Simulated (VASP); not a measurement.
A run of VASP 6.6.1 is set up as follows.

The input INCAR:

```
ALGO = Normal
EDIFF = 1E-6
ENCUT = 520
GGA = PE
ISIF = 2
ISMEAR = 0
ISPIN = 2
LASPH = True
LCHARG = False
LMAXMIX = 4
LORBIT = 11
LREAL = False
LWAVE = False
MAGMOM = -0.14 -0.14 -0.14 -0.14 -0.39 0.24
NBANDS = 43
NELM = 150
PREC = Accurate
SIGMA = 0.1
```

Contents of KPOINTS:

```
k-points
0
Gamma
  8 8 8
```

File POSCAR:

```
Y5N
1.0
    0.0000000000      4.5207935134      4.5207935134
    4.5207935134      0.0000000000      4.5207935134
    4.5207935134      4.5207935134      0.0000000000
Y N
5 1
Direct
    0.3760474985      0.3760474985      0.8718575045
    0.3760474985      0.8718575045      0.3760474985
    0.8718575045      0.3760474985      0.3760474985
    0.3760474985      0.3760474985      0.3760474985
    0.7500000000      0.7500000000      0.7500000000
    0.0000000000      0.0000000000      0.0000000000
```

Potentials or basis: VASP PAW PBE potentials, release 64 (Y_sv, N).

Launch:

```bash
$ cat potpaw_PBE.64/Y_sv/POTCAR potpaw_PBE.64/N/POTCAR > POTCAR
$ mpirun -np 1 vasp_std > vasp.out
```

(1) Estimate the site moments.

(2) Predict the net moment.

(3) What does it give for the pressure?

Results:

(1) Y -0.13, -0.27; N +0.11 μB.

(2) -1.16 μB per cell.

(3) -0.1 GPa.
